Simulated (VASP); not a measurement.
Wanted: the native input for a VASP 6.6.1 run.

```yaml
Task: single point
Functional: PBE
Potentials_or_basis: VASP PAW PBE potentials, release 64 (Ta_pv, Br, F)
Cutoff: 600 eV
k_mesh: 6 × 6 × 2
Occupations: gaussian, width 0.1 eV
Spin: collinear spin
Starting_moments: "[1.0, 0.0, 0.0, 0.0, 0.0, 0.0] μB"
Dipole_correction: no
Further_INCAR_settings: ALGO = Normal; EDIFF = 1e-06; NBANDS = 36
```

The structure of TaBr3F2 lies in POSCAR:

```
TaBr3F2
1.0
    3.7160694431      0.0000000022      0.0000000000
   -1.8580347235      3.2182105388      0.0000000000
    0.0000000000      0.0000000000     10.1131179165
Ta Br F
1 3 2
Direct
    0.0000000000      0.0000000000      0.0000000000
    0.0000000000      0.0000000000      0.5000000000
    0.6666666667      0.3333333333      0.2250095812
    0.3333333333      0.6666666667      0.7749904188
    0.3333333333      0.6666666667      0.0463096067
    0.6666666667      0.3333333333      0.9536903933
```

The cell was built from a structure type or drawn by symmetry, and may not be a known phase.

These files were run (other wordings do the same):

INCAR

```
SYSTEM = TaBr3F2
ALGO = Normal
EDIFF = 1E-6
ENCUT = 600
GGA = PE
GGA_COMPAT = .False.
ISIF = 2
ISMEAR = 0
ISPIN = 2
LASPH = .True.
LCHARG = .False.
LMAXMIX = 4
LORBIT = 11
LREAL = .False.
LWAVE = .False.
MAGMOM = 1 0 0 0 0 0
NBANDS = 36
NELM = 200
PREC = Accurate
SIGMA = 0.1
```

KPOINTS

```
k-points
0
Gamma
  6 6 2
  0 0 0
```

Potentials or basis: VASP PAW PBE potentials, release 64 (Ta_pv, Br, F).

Command:

```sh
$ cat potpaw_PBE.64/Ta_pv/POTCAR potpaw_PBE.64/Br/POTCAR potpaw_PBE.64/F/POTCAR > POTCAR
$ mpirun -np 1 vasp_std > vasp.out
```

It gave:

```
Pressure                                              : 0.4 GPa
Largest force                                         : 0.024 eV/Å
Net moment                                            : 0.06 μB per cell
Site moments                                          : Ta +0.50; Br -0.40, -0.01 (each value once); F -0.01 μB
Valence electrons inside the program's atomic spheres : Ta 8.33; Br 4.72, 4.79 (each value once); F 6.13
```

It took 11 min on 1 thread of Intel(R) Xeon(R) Platinum 8488C (Sapphire Rapids) (shared host), peak memory 0.41 GiB.
